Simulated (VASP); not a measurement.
# MoS2 (P6_3/mmc) in VASP: single point with LDA

Aim: the single point of MoS2 with LDA.

Program: VASP 6.6.1. These are calculated values, not measurements. Logs are shortened: lines on timing, memory, paths and dates and some standing lists are left out, and cuts for length are marked.

### 1 The cell of the first run

The structure is hexagonal, space group P6_3/mmc (No. 194). The conventional cell has a = 3.169 Å, b = 3.169 Å, c = 12.324 Å, α = 90.00°, β = 90.00°, γ = 120.00°. Within 3.2 Å of Mo (site symmetry -6m2) lie 6 S at 2.39 Å and 6 Mo at 3.17 Å. S (site symmetry 3m) has 3 Mo at 2.39 Å and 7 S at 3.08 to 3.17 Å within 3.2 Å.

### 2 Single point, LDA

Contents of INCAR:

```
SYSTEM = MoS2
  ALGO = Normal
  EDIFF = 1E-6
  ENCUT = 520
  ISIF = 2
  ISMEAR = 0
  LASPH = .TRUE.
  LCHARG = .FALSE.
  LREAL = .FALSE.
  LWAVE = .FALSE.
  NBANDS = 35
  NELM = 60
  PREC = Accurate
  SIGMA = 0.01
```

Contents of KPOINTS:

```
k-points
0
G
  10 10 3
  0 0 0
```

Contents of POSCAR:

```
MoS2
1.0
    3.1690000000      0.0000000000      0.0000000000
   -1.5845000000      2.7444345046      0.0000000000
    0.0000000000      0.0000000000     12.3240000000
Mo S
2 4
Direct
    0.3333333333      0.6666666667      0.2500000000
    0.6666666667      0.3333333333      0.7500000000
    0.3333333333      0.6666666667      0.6250623541
    0.6666666667      0.3333333333      0.1250623541
    0.3333333333      0.6666666667      0.8749376459
    0.6666666667      0.3333333333      0.3749376459
```

Potentials or basis: VASP PAW LDA potentials, release 64 (Mo_sv, S).

Run with:

```bash
cat potpaw_LDA.64/Mo_sv/POTCAR potpaw_LDA.64/S/POTCAR > POTCAR
mpirun -np 1 vasp_std > vasp.out
```

OUTCAR:

```text
SYSTEM = MoS2
   EDIFF = 1E-6
   ENCUT = 520
   ISIF = 2
   ISMEAR = 0
   LASPH = .TRUE.
   LREAL = .FALSE.
   NELM = 60
   PREC = Accurate

 ion  position               nearest neighbor table
   1  0.333  0.667  0.250-   4 2.39   6 2.39   4 2.39   6 2.39   4 2.39   6 2.39
   2  0.667  0.333  0.750-   3 2.39   5 2.39   3 2.39   5 2.39   3 2.39   5 2.39
   3  0.333  0.667  0.625-   2 2.39   2 2.39   2 2.39
   4  0.667  0.333  0.125-   1 2.39   1 2.39   1 2.39
   5  0.333  0.667  0.875-   2 2.39   2 2.39   2 2.39
   6  0.667  0.333  0.375-   1 2.39   1 2.39   1 2.39

  LATTYP: Found a hexagonal cell.
 ALAT       =     3.1690000000
 C/A-ratio  =     3.8889239508

  Lattice vectors:

 A1 = (   3.1690000000,   0.0000000000,   0.0000000000)
 A2 = (  -1.5845000000,   2.7444345046,   0.0000000000)
 A3 = (   0.0000000000,   0.0000000000,  12.3240000000)

Analysis of symmetry for initial positions (statically):
=====================================================================
 Subroutine PRICEL returns:
 Original cell was already a primitive cell.

 Routine SETGRP: Setting up the symmetry group for a
 hexagonal supercell.

 Subroutine GETGRP returns: Found 24 space group operations
 (whereof 12 operations were pure point group operations)
 out of a pool of 24 trial point group operations.

The static configuration has the point symmetry D_3d.
 The point group associated with its full space group is D_6h.

Analysis of symmetry for dynamics (positions and initial velocities):
=====================================================================
 Subroutine PRICEL returns:
 Original cell was already a primitive cell.

 Routine SETGRP: Setting up the symmetry group for a
 hexagonal supercell.

 Subroutine GETGRP returns: Found 24 space group operations
 (whereof 12 operations were pure point group operations)
 out of a pool of 24 trial point group operations.

The dynamic configuration has the point symmetry D_3d.
 The point group associated with its full space group is D_6h.

 Subroutine INISYM returns: Found 24 space group operations
 (whereof 12 operations are pure point group operations),
 and found     1 'primitive' translations

----------------------------------------------------------------------------------------

                                     Primitive cell

  volume of cell :     107.1832

  direct lattice vectors                    reciprocal lattice vectors
     3.169000000  0.000000000  0.000000000     0.315556958  0.182186895  0.000000000
    -1.584500000  2.744434505  0.000000000     0.000000000  0.364373789  0.000000000
     0.000000000  0.000000000 12.324000000     0.000000000  0.000000000  0.081142486

  length of vectors
     3.169000000  3.169000000 12.324000000     0.364373789  0.364373789  0.081142486

  position of ions in fractional coordinates (direct lattice)
     0.333333333  0.666666667  0.250000000
     0.666666667  0.333333333  0.750000000
     0.333333333  0.666666667  0.625062354
     0.666666667  0.333333333  0.125062354
     0.333333333  0.666666667  0.874937646
     0.666666667  0.333333333  0.374937646

  ion indices of the primitive-cell ions
   primitive index   ion index
                 1           1
                 2           2
                 3           3
                 4           4
                 5           5
                 6           6

----------------------------------------------------------------------------------------

 KPOINTS: k-points

Automatic generation of k-mesh.
 Grid dimensions read from file:
 generate k-points for:   10   10    3

 Generating k-lattice:

  Cartesian coordinates                     Fractional coordinates (reciprocal lattice)
     0.031555696  0.018218689  0.000000000     0.100000000 -0.000000000  0.000000000
     0.000000000  0.036437379  0.000000000     0.000000000  0.100000000  0.000000000
     0.000000000  0.000000000  0.027047495     0.000000000  0.000000000  0.333333333

  Length of vectors
     0.036437379  0.036437379  0.027047495

  Shift w.r.t. Gamma in fractional coordinates (k-lattice)
     0.000000000  0.000000000  0.000000000

 Subroutine IBZKPT returns following result:
 ===========================================

 Found     28 irreducible k-points:

 Following reciprocal coordinates:
            Coordinates               Weight
  0.000000  0.000000  0.000000      1.000000
  0.100000 -0.000000  0.000000      6.000000
  0.200000 -0.000000  0.000000      6.000000
  0.300000  0.000000  0.000000      6.000000
  0.400000 -0.000000  0.000000      6.000000
  0.500000  0.000000  0.000000      3.000000
[... 16 lines left out ...]
  0.300000  0.100000  0.333333     24.000000
  0.400000  0.100000  0.333333     24.000000
 [... further k-points ...]
   k-points           NKPTS =     28   k-points in BZ     NKDIM =     28   number of bands    NBANDS=     35
   number of dos      NEDOS =    301   number of ions     NIONS =      6
   total plane-waves  NPLWV =  55296
   dimension x,y,z NGX =    24 NGY =   24 NGZ =   96
   dimension x,y,z NGXF=    48 NGYF=   48 NGZF=  192
   ions per type =               2   4
   NGX,Y,Z   is equivalent  to a cutoff of  12.59, 12.59, 12.95 a.u.
   NGXF,Y,Z  is equivalent  to a cutoff of  25.18, 25.18, 25.90 a.u.
 SYSTEM =  MoS2
   PREC   = accura    normal or accurate (medium, high low for compatibility)
   ISTART =      0    job   : 0-new  1-cont  2-samecut
   ICHARG =      2    charge: 1-file 2-atom 10-const
   ISPIN  =      1    spin polarized calculation?
   LNONCOLLINEAR =      F non collinear calculations
   LSORBIT =      F    spin-orbit coupling
   LASPH  =      T    aspherical Exc in radial PAW
   ENCUT  =  520.0 eV  38.22 Ry    6.18 a.u.   5.89  5.89 22.91*2*pi/ulx,y,z
   NELM   =     60;   NELMIN=  2; NELMDL= -5     # of ELM steps
   EDIFF  = 0.1E-05   stopping-criterion for ELM
   LREAL  =      F    real-space projection
   EDIFFG = 0.1E-04   stopping-criterion for IOM
   NSW    =      0    number of steps for IOM
   IBRION =     -1    ionic relax: 0-MD 1-quasi-New 2-CG
   NFREE  =      0    steps in history (QN), initial steepest desc. (CG)
   ISIF   =      2    stress and relaxation
   ISYM   =      2    0-nonsym 1-usesym 2-fastsym
   POTIM  = 0.5000    time-step for ionic-motion
   TEBEG  =    0.0;   TEEND  =   0.0 temperature during run
   PSTRESS=    0.0 pullay stress
   NELECT =      52.0000    total number of electrons
   NUPDOWN=      -1.0000    fix difference up-down
   EMIN   =  10.00;   EMAX   =-10.00  energy-range for DOS
   EFERMI =   0.00;   METHOD = LEGACY
   ISMEAR =     0;   SIGMA  =   0.01  broadening in eV -4-tet -1-fermi 0-gaus
   EFERMI_NEDOS =   21; number of points for ismear=-14 and -15
   IALGO  =     38    algorithm
   IMIX   =      4    mixing-type and parameters
     AMIX     =   0.40;   BMIX     =  1.00
     AMIX_MAG =   1.60;   BMIX_MAG =  1.00
  volume/ion in A,a.u.               =      17.86       120.55
  Fermi-wavevector in a.u.,A,eV,Ry     =   1.286373  2.430893 22.514325  1.654756
  Thomas-Fermi vector in A             =   2.418452
   LORBIT       =      0    0 simple, 1 ext, 2 COOP (PROOUT), +10 PAW based schemes
   GGA     = CA    functional components
   LHFCALC =     F    Hartree Fock is set to
   AEXX    =    0.0000 exact exchange contribution
   IVDW    =     0    specifies the selected vdW correction
   LEPSILON=     F    determine dielectric tensor
   LRPA    =     F    only Hartree local field effects (RPA)
 non-spin polarized calculation
 Gauss-broadening in eV      SIGMA  =   0.01
  energy-cutoff  :      520.00
  volume of cell :      107.18
 maximum number of plane-waves:      2908
 NGX is ok and might be reduce to    24
   NGX = 11   NGY = 11   NGZ = 45

 number of electron      51.9999997 magnetization

 Free energy of the ion-electron system (eV)
  ---------------------------------------------------
  ext. energy  EPLUGINS =         0.00000000
  ---------------------------------------------------
  free energy    TOTEN  =       -48.91062285 eV

  energy without entropy =      -48.91062285  energy(sigma->0) =      -48.91062285

 E-fermi :   7.5350     XC(G=0): -11.0893

 val. band max:        7.4201834165   @ k =   0.0000   0.0000   0.0000
 cond. band min:       8.2971831600   @ k =   0.2000   0.2000   0.0000
 fundamental gap:      0.8769997435
 Fermi energy:         7.5349731905

 k-point     1 :       0.0000    0.0000    0.0000
  band No.  band energies     occupation
      1     -53.8095      2.00000
      2     -53.8095      2.00000
      3     -28.1689      2.00000
      4     -28.1688      2.00000
      5     -27.9387      2.00000
      6     -27.9387      2.00000
[... 27 lines left out ...]
     34       9.8594      0.00000
     35      12.7598      0.00000

 k-point     2 :       0.1000   -0.0000    0.0000
  band No.  band energies     occupation
      1     -53.8055      2.00000
      2     -53.8055      2.00000
      3     -28.1611      2.00000
      4     -28.1611      2.00000
      5     -27.9783      2.00000
      6     -27.9783      2.00000
[... 27 lines left out ...]
     34       9.7596      0.00000
     35      13.4549      0.00000

 k-point     3 :       0.2000   -0.0000    0.0000
  band No.  band energies     occupation
      1     -53.7952      2.00000
      2     -53.7952      2.00000
      3     -28.1407      2.00000
      4     -28.1407      2.00000
      5     -28.0807      2.00000
      6     -28.0807      2.00000
[... 27 lines left out ...]
     34      10.3550      0.00000
     35      14.5830      0.00000
[... 723 lines left out ...]
 k-point    23 :       0.3000    0.1000    0.3333
  band No.  band energies     occupation
      1     -53.7752      2.00000
      2     -53.7752      2.00000
      3     -28.2571      2.00000
      4     -28.2571      2.00000
      5     -28.1012      2.00000
      6     -28.1012      2.00000
[... 27 lines left out ...]
     34      11.2183      0.00000
     35      14.0602      0.00000

 k-point    24 :       0.4000    0.1000    0.3333
  band No.  band energies     occupation
      1     -53.7680      2.00000
      2     -53.7680      2.00000
      3     -28.3207      2.00000
      4     -28.3207      2.00000
      5     -28.0869      2.00000
      6     -28.0869      2.00000
[... 27 lines left out ...]
     34      11.1253      0.00000
     35      13.1106      0.00000

 [... further k-points ...]

------------------------ aborting loop because EDIFF is reached ----------------------------------------

  FORCE on cell =-STRESS in cart. coord.  units (eV):
  Direction    XX          YY          ZZ          XY          YZ          ZX
  --------------------------------------------------------------------------------------
  -------------------------------------------------------------------------------------
  Total       -2.8221506     -2.8221506     -0.6332711      0.0000000      0.0000000      0.0000000
  in kB      -42.1855742    -42.1855742     -9.4661517      0.0000000      0.0000000      0.0000000
  external PRESSURE =     -31.2791000 kB  Pullay stress =       0.0000000 kB

 VOLUME and BASIS-vectors are now :
 -----------------------------------------------------------------------------
  energy-cutoff  :      520.00
  volume of cell :      107.18
      direct lattice vectors                 reciprocal lattice vectors
     3.169000000  0.000000000  0.000000000     0.315556958  0.182186895  0.000000000
    -1.584500000  2.744434505  0.000000000     0.000000000  0.364373789  0.000000000
     0.000000000  0.000000000 12.324000000     0.000000000  0.000000000  0.081142486

 POSITION                                       TOTAL-FORCE (eV/Angst)
 -----------------------------------------------------------------------------------
     -0.00000      1.82962      3.08100        -0.000000      0.000000      0.000000
      1.58450      0.91481      9.24300         0.000000      0.000000      0.000000
     -0.00000      1.82962      7.70327        -0.000000     -0.000000     -0.017826
      1.58450      0.91481      1.54127        -0.000000      0.000000     -0.017826
     -0.00000      1.82962     10.78273         0.000000     -0.000000      0.017826
      1.58450      0.91481      4.62073        -0.000000      0.000000      0.017826
 -----------------------------------------------------------------------------------
    total drift:                               -0.000000      0.000000     -0.000000

  FREE ENERGIE OF THE ION-ELECTRON SYSTEM (eV)
  ---------------------------------------------------
  free  energy   TOTEN  =       -48.9106228461 eV

  energy  without entropy=      -48.9106228461  energy(sigma->0) =      -48.91062285
```

Wall time 35 s (1 thread of Intel Xeon Platinum 8559C (Emerald Rapids), shared host); peak memory 0.23 GiB.

What came out:

* Free energy: -48.9106 eV
* Pressure: -3.1 GPa
* Largest force: 0.018 eV/Å
* Band gap on the k mesh: 0.88 eV, indirect (least direct gap 1.86 eV)

Forces on the atoms (eV/Å):
```
Mo   0.000  0.000  0.000
Mo   0.000  0.000  0.000
S    0.000  0.000 -0.018
S    0.000  0.000 -0.018
S    0.000  0.000  0.018
S    0.000  0.000  0.018
```

Levels at points of the mesh, in eV from the valence-band top:
```tsv
k point	band 24	band 25	band 26	band 27	band 28	band 29
(0.00, 0.00, 0.00)	-1.22	-1.18	0.00	2.03	2.03	2.05
(0.50, 0.00, 0.00)	-1.67	-1.49	-1.36	1.48	1.53	1.92
```
